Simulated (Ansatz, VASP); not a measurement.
# Al7Cu: VASP beside Ansatz

```
Al Cu
1.0
     5.41361    0.00000    0.00000
     0.00000    5.41361    0.00000
     0.00000    0.00000    5.41361
Al Cu
7 1
Direct
  0.25262 0.25262 0.25262
  0.00000 0.50000 0.50000
  0.50000 0.50000 0.00000
  0.50000 0.00000 0.50000
  0.74738 0.25262 0.74738
  0.74738 0.74738 0.25262
  0.25262 0.74738 0.74738
  0.00000 0.00000 0.00000
```

Change from the starting cell: species swapped into the Si7Ge type (P-43m, No. 215).

Alike in both runs: task relaxation of cell and atoms; functional PBE; k mesh 4 × 4 × 4; occupations gaussian, width 0.1 eV; no spin polarisation.

|  | VASP | Ansatz |
| --- | --- | --- |
| version | VASP 6.6.1 | Ansatz 0.2.0 |
| potentials or method | VASP PAW PBE potentials, release 64 (Al, Cu), cutoff 600 eV | scalar-relativistic, plane waves, PAW |
| valence electrons in the cell | 32 | 40 |

Ansatz gave:

| Item | Value |
| --- | --- |
| gap on the k mesh at the Fermi level, each at its own relaxed structure (eV) | none |
| relaxed volume (Å³/atom) | 25.58 |
| relaxed cell length with the largest relative difference (Å) | 5.893 |

Estimate VASP's values.

gap on the k mesh at the Fermi level, each at its own relaxed structure (eV): none; relaxed volume (Å³/atom): 25.68; relaxed cell length with the largest relative difference (Å): 5.900.

A gap of «none» marks a metal or a gap that the smearing closes. VASP's potentials hold 32 valence electrons a cell and Ansatz's 40, so a difference there can come from the potentials and not from the codes.

Noted on VASP's run: the volume moved by over 15 % at a fixed basis, so the end points are rough.
